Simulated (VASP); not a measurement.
# LaHfF5 (P4/mmm) in VASP: notebook

Runs on LaHfF5. Level: PBE. Tasks: single point, relaxation of cell and atoms.

Everything below comes from runs of VASP 6.6.1. Logs are shortened: lines on timing, memory, paths and dates and some standing lists are left out, and cuts for length are marked.

## Step 1: The cell of the first run

The structure is tetragonal, space group P4/mmm (No. 123). Conventional cell: a = 4.215 Å, b = 4.215 Å, c = 5.137 Å, α = 90.00°, β = 90.00°, γ = 90.00°. Within 3.3 Å of La (site symmetry 4/mmm) lie 10 F at 2.51 to 2.57 Å. Hf (site symmetry 4/mmm) has 12 F at 2.43 to 2.98 Å within 3.2 Å. F (site symmetry 2mm) has 8 F at 2.41 to 2.98 Å and 2 Hf at 2.43 Å and 2 La at 2.51 Å within 3.2 Å. Within 3.2 Å of F (site symmetry 4/mmm) lie 8 F at 2.43 Å and 2 La at 2.57 Å and 4 Hf at 2.98 Å.

The cell was generated, and may not be a known phase.

## Step 2: Single point, PBE

File INCAR:

```
ALGO = Normal
EDIFF = 1E-6
ENCUT = 520
GGA = PE
ISIF = 2
ISMEAR = 0
LASPH = T
LCHARG = F
LREAL = F
LWAVE = F
NBANDS = 37
NELM = 100
PREC = Accurate
SIGMA = 0.1
```

File KPOINTS:

```
k-points
0
Gamma
  4 4 4
```

File POSCAR:

```
LaHfF5
1.0
    4.2153876601      0.0000000000      0.0000000000
    0.0000000000      4.2153876601      0.0000000000
    0.0000000000      0.0000000000      5.1374429527
La Hf F
1 1 5
Direct
    0.0000000000      0.0000000000      0.5000000000
    0.5000000000      0.5000000000      0.0000000000
    0.0000000000      0.5000000000      0.2348718728
    0.0000000000      0.5000000000      0.7651281272
    0.5000000000      0.0000000000      0.2348718728
    0.5000000000      0.0000000000      0.7651281272
    0.0000000000      0.0000000000      0.0000000000
```

Potentials or basis: VASP PAW PBE potentials, release 64 (La, Hf_pv, F).

Run with:

```console
cat potpaw_PBE.64/La/POTCAR potpaw_PBE.64/Hf_pv/POTCAR potpaw_PBE.64/F/POTCAR > POTCAR
mpirun -np 1 vasp_std > vasp.out
```

OUTCAR:

```text
EDIFF = 1E-6
   ENCUT = 520
   GGA = PE
   ISIF = 2
   ISMEAR = 0
   LASPH = T
   LREAL = F
   NELM = 100
   PREC = Accurate

 ion  position               nearest neighbor table
   1  0.000  0.000  0.500-   3 2.51   4 2.51   5 2.51   6 2.51   3 2.51   4 2.51   5 2.51   6 2.51
                             7 2.57   7 2.57
   2  0.500  0.500  0.000-   3 2.43   4 2.43   5 2.43   6 2.43   5 2.43   6 2.43   3 2.43   4 2.43

   3  0.000  0.500  0.235-   2 2.43   2 2.43   1 2.51   1 2.51
   4  0.000  0.500  0.765-   2 2.43   2 2.43   1 2.51   1 2.51
   5  0.500  0.000  0.235-   2 2.43   2 2.43   1 2.51   1 2.51
   6  0.500  0.000  0.765-   2 2.43   2 2.43   1 2.51   1 2.51
   7  0.000  0.000  0.000-   1 2.57   1 2.57

  LATTYP: Found a simple tetragonal cell.
 ALAT       =     4.2153876601
 C/A-ratio  =     1.2187355866

  Lattice vectors:

 A1 = (   4.2153876601,   0.0000000000,   0.0000000000)
 A2 = (   0.0000000000,   4.2153876601,   0.0000000000)
 A3 = (   0.0000000000,   0.0000000000,   5.1374429527)

Analysis of symmetry for initial positions (statically):
=====================================================================
 Subroutine PRICEL returns:
 Original cell was already a primitive cell.

 Routine SETGRP: Setting up the symmetry group for a
 simple tetragonal supercell.

 Subroutine GETGRP returns: Found 16 space group operations
 (whereof 16 operations were pure point group operations)
 out of a pool of 16 trial point group operations.

The static configuration has the point symmetry D_4h.

Analysis of symmetry for dynamics (positions and initial velocities):
=====================================================================
 Subroutine PRICEL returns:
 Original cell was already a primitive cell.

 Routine SETGRP: Setting up the symmetry group for a
 simple tetragonal supercell.

 Subroutine GETGRP returns: Found 16 space group operations
 (whereof 16 operations were pure point group operations)
 out of a pool of 16 trial point group operations.

The dynamic configuration has the point symmetry D_4h.

 Subroutine INISYM returns: Found 16 space group operations
 (whereof 16 operations are pure point group operations),
 and found     1 'primitive' translations

----------------------------------------------------------------------------------------

[... 96 lines left out ...]
   LREAL  =      F    real-space projection
   EDIFFG = 0.1E-04   stopping-criterion for IOM
   NSW    =      0    number of steps for IOM
   IBRION =     -1    ionic relax: 0-MD 1-quasi-New 2-CG
   NFREE  =      0    steps in history (QN), initial steepest desc. (CG)
   ISIF   =      2    stress and relaxation
   ISYM   =      2    0-nonsym 1-usesym 2-fastsym
   POTIM  = 0.5000    time-step for ionic-motion
   TEBEG  =    0.0;   TEEND  =   0.0 temperature during run
   PSTRESS=    0.0 pullay stress
   NELECT =      56.0000    total number of electrons
   NUPDOWN=      -1.0000    fix difference up-down
   EMIN   =  10.00;   EMAX   =-10.00  energy-range for DOS
   EFERMI =   0.00;   METHOD = LEGACY
   ISMEAR =     0;   SIGMA  =   0.10  broadening in eV -4-tet -1-fermi 0-gaus
   EFERMI_NEDOS =   21; number of points for ismear=-14 and -15
   IALGO  =     38    algorithm
   IMIX   =      4    mixing-type and parameters
     AMIX     =   0.40;   BMIX     =  1.00
     AMIX_MAG =   1.60;   BMIX_MAG =  1.00
  volume/ion in A,a.u.               =      13.04        88.01
  Fermi-wavevector in a.u.,A,eV,Ry     =   1.391010  2.628627 26.326021  1.934908
  Thomas-Fermi vector in A             =   2.514890
   LORBIT       =      0    0 simple, 1 ext, 2 COOP (PROOUT), +10 PAW based schemes
   GGA     = PE    functional components
   LHFCALC =     F    Hartree Fock is set to
   AEXX    =    0.0000 exact exchange contribution
   IVDW    =     0    specifies the selected vdW correction
   LEPSILON=     F    determine dielectric tensor
   LRPA    =     F    only Hartree local field effects (RPA)
 non-spin polarized calculation
 Gauss-broadening in eV      SIGMA  =   0.10
  energy-cutoff  :      520.00
  volume of cell :       91.29
 maximum number of plane-waves:      2488
 NGX is ok and might be reduce to    32
   NGX = 15   NGY = 15   NGZ = 19

 number of electron      55.9999965 magnetization

 Free energy of the ion-electron system (eV)
  ---------------------------------------------------
  ext. energy  EPLUGINS =         0.00000000
  ---------------------------------------------------
  free energy    TOTEN  =       -45.34041371 eV

  energy without entropy =      -45.31961662  energy(sigma->0) =      -45.33001516

 E-fermi :   7.8982     XC(G=0): -10.8410

 val. band max:        7.8768638477   @ k =   0.2500   0.0000   0.0000
 cond. band min:       7.9053240765   @ k =   0.2500   0.0000   0.2500
 fundamental gap:      0.0284602288
 Fermi energy:         7.8982389545

 k-point     1 :       0.0000    0.0000    0.0000
  band No.  band energies     occupation
      1     -26.4444      2.00000
      2     -26.0552      2.00000
      3     -26.0552      2.00000
      4     -25.7026      2.00000
      5     -19.0451      2.00000
      6     -18.8524      2.00000
[... 709 lines left out ...]
     36       8.8137      0.00000
     37       8.8469      0.00000

------------------------ aborting loop because EDIFF is reached ----------------------------------------

  FORCE on cell =-STRESS in cart. coord.  units (eV):
  Direction    XX          YY          ZZ          XY          YZ          ZX
  --------------------------------------------------------------------------------------
  -------------------------------------------------------------------------------------
  Total       -0.5894920     -0.5894920     -0.5119184      0.0000000     -0.0000000      0.0000000
  in kB      -10.3458570    -10.3458570     -8.9844042      0.0000000     -0.0000000      0.0000000
  external PRESSURE =      -9.8920394 kB  Pullay stress =       0.0000000 kB

 VOLUME and BASIS-vectors are now :
 -----------------------------------------------------------------------------
  energy-cutoff  :      520.00
  volume of cell :       91.29
      direct lattice vectors                 reciprocal lattice vectors
     4.215387660  0.000000000  0.000000000     0.237226106  0.000000000  0.000000000
     0.000000000  4.215387660  0.000000000     0.000000000  0.237226106  0.000000000
     0.000000000  0.000000000  5.137442953     0.000000000  0.000000000  0.194649363

 POSITION                                       TOTAL-FORCE (eV/Angst)
 -----------------------------------------------------------------------------------
      0.00000      0.00000      2.56872         0.000000     -0.000000     -0.000000
      2.10769      2.10769      0.00000         0.000000     -0.000000     -0.000000
      0.00000      2.10769      1.20664        -0.000000      0.000000     -0.019977
      0.00000      2.10769      3.93080         0.000000      0.000000      0.019977
      2.10769      0.00000      1.20664        -0.000000     -0.000000     -0.019977
      2.10769      0.00000      3.93080         0.000000     -0.000000      0.019977
      0.00000      0.00000      0.00000         0.000000     -0.000000     -0.000000
 -----------------------------------------------------------------------------------
    total drift:                                0.000000      0.000000     -0.000000

  FREE ENERGIE OF THE ION-ELECTRON SYSTEM (eV)
  ---------------------------------------------------
  free  energy   TOTEN  =       -45.3404137118 eV

  energy  without entropy=      -45.3196166179  energy(sigma->0) =      -45.33001516
```

Run time: 70 s. Hardware: 1 thread of AMD EPYC 7R43 (Zen 3), shared host; peak memory 0.2 GiB.

Results:

```
Free energy            : -45.3404 eV
Pressure               : -1.0 GPa
Largest force          : 0.020 eV/Å
Band gap on the k mesh : zero (bands 28 and 29 overlap by 0.66 eV)
```

Forces on the atoms (eV/Å):
```
La   0.000  0.000  0.000
Hf   0.000  0.000  0.000
F    0.000  0.000 -0.020
F    0.000  0.000  0.020
F    0.000  0.000 -0.020
F    0.000  0.000  0.020
F    0.000  0.000  0.000
```

Stress tensor (GPa, compression positive):
```
-1.03  0.00  0.00
 0.00 -1.03  0.00
 0.00  0.00 -0.90
```

Levels at points of the mesh, in eV from the Fermi level:
```
           k point  band 26  band 27  band 28  band 29  band 30  band 31
(0.00, 0.00, 0.00)    -4.98    -4.98    -1.70    -0.52     0.67     0.77
(0.50, 0.00, 0.00)    -5.46    -5.03    -1.04     0.47     0.73     0.73
(0.50, 0.50, 0.00)    -5.51    -5.51    -1.22     0.30     0.30     0.40
(0.00, 0.00, 0.50)    -5.10    -5.10    -0.44    -0.17     0.74     0.78
(0.50, 0.00, 0.50)    -5.53    -5.16    -0.02     0.50     0.54     0.64
(0.50, 0.50, 0.50)    -5.67    -5.67     0.06     0.37     0.39     0.39
```

Caveat: the k points lie up to 0.37 Å⁻¹ apart, too coarse for converged energies and pressures of a metal; spin-orbit coupling is left out, which moves the levels of the heavy elements.

## Step 3: Single point, PBE

This run uses another cell than the first one, of 14.00 Å³/atom.

File INCAR:

```
SYSTEM = LaHfF5
PREC = Accurate
ENCUT = 520
EDIFF = 1E-6
ISMEAR = 0
SIGMA = 0.1
LREAL = .FALSE.
LASPH = .TRUE.
NELM = 100
ALGO = Normal
ISIF = 2
LWAVE = .FALSE.
LCHARG = .FALSE.
GGA = PE
NBANDS = 37
```

File KPOINTS:

```
Automatic mesh
0
G
  4 4 4
  0 0 0
```

File POSCAR:

```
LaHfF5
1.0
    3.8123008700      0.0000000000      0.0000000000
    0.0000000000      3.8123008700      0.0000000000
    0.0000000000      0.0000000000      6.7412989300
La Hf F
1 1 5
Direct
    0.0000000000      0.0000000000      0.5000000000
    0.5000000000      0.5000000000      0.0000000000
    0.0000000000      0.5000000000      0.2955499900
    0.0000000000      0.5000000000      0.7044500100
    0.5000000000      0.0000000000      0.2955499900
    0.5000000000      0.0000000000      0.7044500100
    0.0000000000      0.0000000000      0.0000000000
```

Potentials or basis: VASP PAW PBE potentials, release 64 (La, Hf_pv, F).

Run with:

```console
cat potpaw_PBE.64/La/POTCAR potpaw_PBE.64/Hf_pv/POTCAR potpaw_PBE.64/F/POTCAR > POTCAR
mpirun -np 1 vasp_std > vasp.out
```

Run time: 1.9 min. Hardware: 1 thread of AMD EPYC 7R43 (Zen 3), shared host; peak memory 0.19 GiB.

Results (log left out):

| Item | Value |
| --- | --- |
| Free energy | -43.9230 eV |
| Pressure | 3.2 GPa |
| Largest force | 0.708 eV/Å |
| Band gap on the k mesh | zero (bands 28 and 29 overlap by 1.63 eV) |

Forces in eV/Å, atoms in the order of the input:
```
La   0.000  0.000  0.000
Hf   0.000  0.000  0.000
F    0.000  0.000 -0.708
F    0.000  0.000  0.708
F    0.000  0.000 -0.708
F    0.000  0.000  0.708
F    0.000  0.000  0.000
```

Stress tensor (GPa, compression positive):
```
3.57 0.00 0.00
0.00 3.57 0.00
0.00 0.00 2.57
```

Levels at points of the mesh, in eV from the Fermi level:
```csv
k point,band 25,band 26,band 27,band 28,band 29,band 30
"(0.00, 0.00, 0.00)",-6.24,-6.24,-5.69,-1.52,-1.22,-0.77
"(0.50, 0.00, 0.00)",-6.48,-6.44,-5.79,0.06,0.30,0.64
"(0.50, 0.50, 0.00)",-6.29,-6.29,-5.68,0.16,0.20,0.37
"(0.00, 0.00, 0.50)",-6.46,-6.46,-5.96,-1.10,-1.00,-0.20
"(0.50, 0.00, 0.50)",-6.75,-6.56,-5.91,0.08,0.43,0.43
"(0.50, 0.50, 0.50)",-6.36,-6.36,-5.81,0.12,0.42,0.42
```

Caveat: the k points lie up to 0.41 Å⁻¹ apart, too coarse for converged energies and pressures of a metal; spin-orbit coupling is left out, which moves the levels of the heavy elements.

## Step 4: Relaxation of cell and atoms, PBE

This run uses another cell than the first one, of 14.00 Å³/atom.

File INCAR:

```
PREC     = Accurate       # precision mode
ENCUT    = 600            # plane-wave cutoff, eV
EDIFF    = 1E-6           # SCF threshold, eV
ISMEAR   = 0              # smearing method
SIGMA    = 0.1            # smearing width, eV
LREAL    = F              # projectors in reciprocal space
LASPH    = T              # aspherical terms in the spheres
NELM     = 100            # most SCF steps
ALGO     = Normal         # electronic algorithm
ISIF     = 3              # what is computed and relaxed
LWAVE    = F              # write WAVECAR
LCHARG   = F              # write CHGCAR
GGA      = PE             # functional
IBRION   = 2              # ionic algorithm
NSW      = 90             # ionic steps
EDIFFG   = -0.04          # ionic threshold
```

File KPOINTS:

```
regular mesh
0
Gamma
  4 4 4
```

POSCAR is that of step 3.

Run with:

```console
cat potpaw_PBE.64/La/POTCAR potpaw_PBE.64/Hf_pv/POTCAR potpaw_PBE.64/F/POTCAR > POTCAR
mpirun -np 1 vasp_std > vasp.out
```

It took 34 min on 1 thread of AMD EPYC 7R43 (Zen 3), shared host; peak memory 0.22 GiB.

It converged, with:

| Property | Result |
| --- | --- |
| Free energy | -45.3610 eV |
| Relaxed volume | 12.87 Å³/atom |
| Relaxed cell | a = 4.187 Å, b = 4.187 Å, c = 5.139 Å, α = 90.00°, β = 90.00°, γ = 90.00° |
| Space group after relaxing (to 0.1 Å) | P4/mmm (No. 123) |
| Energy gained by relaxing | 203.9 meV/atom |
| Ionic steps | 36 |
| Pressure after relaxing | 0.4 GPa |
| Largest force after relaxing | 0.037 eV/Å |
| Band gap on the k mesh | zero (bands 28 and 29 overlap by 0.67 eV) |

Forces in eV/Å, atoms in the order of the input:
```
La   0.000  0.000  0.000
Hf   0.000  0.000  0.000
F    0.000  0.000 -0.037
F    0.000  0.000  0.037
F    0.000  0.000 -0.037
F    0.000  0.000  0.037
F    0.000  0.000  0.000
```

Stress tensor (GPa, compression positive):
```
0.46 0.00 0.00
0.00 0.46 0.00
0.00 0.00 0.38
```

Step by step:
```csv
step,energy change (eV),largest force (eV/Å),pressure (GPa),volume (Å³)
1,0.0000,0.7051,3.11,97.98
2,-0.0720,0.2263,-2.22,101.88
3,-0.0734,0.2794,-1.64,101.38
4,-0.1104,0.2650,-1.42,100.18
5,-0.2128,0.3591,-0.62,96.62
6,-0.3937,0.6940,3.20,89.68
7,-0.1454,0.2755,27.34,76.55
8,-0.3873,0.9642,6.01,87.40
9,-0.5454,0.9719,13.41,81.89
10,-0.5356,0.8491,15.27,80.94
11,-0.5437,0.9277,14.12,81.52
12,-0.5481,0.9058,14.22,81.44
13,-0.5594,0.8440,14.63,81.21
14,-0.5734,0.7058,15.53,80.75
15,-0.5640,0.3936,17.66,79.84
16,-0.5755,0.6099,16.20,80.45
17,-0.5941,0.5937,15.90,80.60
18,-0.6476,0.5483,14.79,81.04
19,-0.7444,0.4606,12.77,81.94
20,-0.8994,0.2941,9.00,83.74
21,-1.0669,0.0181,2.69,87.43
22,-1.0859,0.1469,0.29,89.12
23,-1.0860,0.1601,0.06,89.30
24,-1.0921,0.1594,0.02,89.35
25,-1.1107,0.1597,-0.11,89.49
26,-1.1489,0.1601,-0.35,89.76
27,-1.2262,0.1637,-0.73,90.25
28,-1.3595,0.2006,-1.14,90.96
29,-1.2622,0.3141,-0.64,91.33
30,-1.3968,0.2917,-1.18,91.19
31,-1.4070,0.3202,-1.18,91.33
32,-1.4117,0.0572,1.23,89.64
33,-1.4201,0.1181,0.19,90.38
34,-1.4272,0.0143,-0.40,90.76
35,-1.4272,0.0236,-0.44,90.79
36,-1.4275,0.0373,0.43,90.11
```

Final structure:
```yaml
crystal:
  lattice:
    - [4.18740, 0.00000, 0.00000]
    - [0.00000, 4.18740, 0.00000]
    - [0.00000, 0.00000, 5.13925]
  atoms:
    - { symbol: La, position: [0.00000, 0.00000, 0.50000] }
    - { symbol: Hf, position: [0.50000, 0.50000, 0.00000] }
    - { symbol: F, position: [0.00000, 0.50000, 0.23468] }
    - { symbol: F, position: [0.00000, 0.50000, 0.76532] }
    - { symbol: F, position: [0.50000, 0.00000, 0.23468] }
    - { symbol: F, position: [0.50000, 0.00000, 0.76532] }
    - { symbol: F, position: [0.00000, 0.00000, 0.00000] }
```

Levels at points of the mesh, in eV from the Fermi level:
```tsv
k point	band 25	band 26	band 27	band 28	band 29	band 30	band 31	band 32
(0.00, 0.00, 0.00)	-5.56	-5.03	-5.03	-1.70	-0.53	0.68	0.78	0.78
(0.50, 0.00, 0.00)	-5.63	-5.52	-5.09	-1.06	0.49	0.73	0.75	0.77
(0.50, 0.50, 0.00)	-5.62	-5.57	-5.57	-1.26	0.32	0.32	0.41	0.75
(0.00, 0.00, 0.50)	-6.64	-5.16	-5.16	-0.45	-0.18	0.71	0.79	0.79
(0.50, 0.00, 0.50)	-6.22	-5.59	-5.23	-0.03	0.50	0.57	0.66	0.77
(0.50, 0.50, 0.50)	-5.88	-5.73	-5.73	0.05	0.33	0.37	0.41	0.41
```

Caveat: the k points lie up to 0.38 Å⁻¹ apart in the final cell, too coarse for converged energies and pressures of a metal; a cell axis changed by over 15 % at a fixed basis, so the end point is rough; spin-orbit coupling is left out, which moves the levels of the heavy elements.

## Step 5: The runs side by side

| task | cell | cutoff (eV) | gap on the mesh (eV) | pressure (GPa) | largest force (eV/Å) |
| --- | --- | --- | --- | --- | --- |
| single point | a = 4.215, b = 4.215, c = 5.137 Å, 7 atoms, atomic positions A | 520 | none | -1.0 | 0.02 |
| single point | a = 3.812, b = 3.812, c = 6.741 Å, 7 atoms, atomic positions B | 520 | none | 3.2 | 0.71 |
| relaxation of cell and atoms | relaxed from a = 3.812, b = 3.812, c = 6.741 Å, 7 atoms, atomic positions B | 600 | none | 0.4 | 0.04 |

Alike in all rows: level PBE; potentials or basis VASP PAW PBE potentials, release 64 (La, Hf_pv, F); no spin polarisation; k mesh 4 × 4 × 4; smearing gaussian 0.1 eV.

Caveats: all runs use coarse meshes; spin-orbit coupling is left out, which moves the levels of the heavy elements; a cell axis changed by over 15 % at a fixed basis, so the end point is rough (at least some runs).

Total energies depend on the potentials used, so only differences within one code and one set of settings carry meaning.

The gap in the log of VASP goes by the Fermi energy; the results here count the filled bands.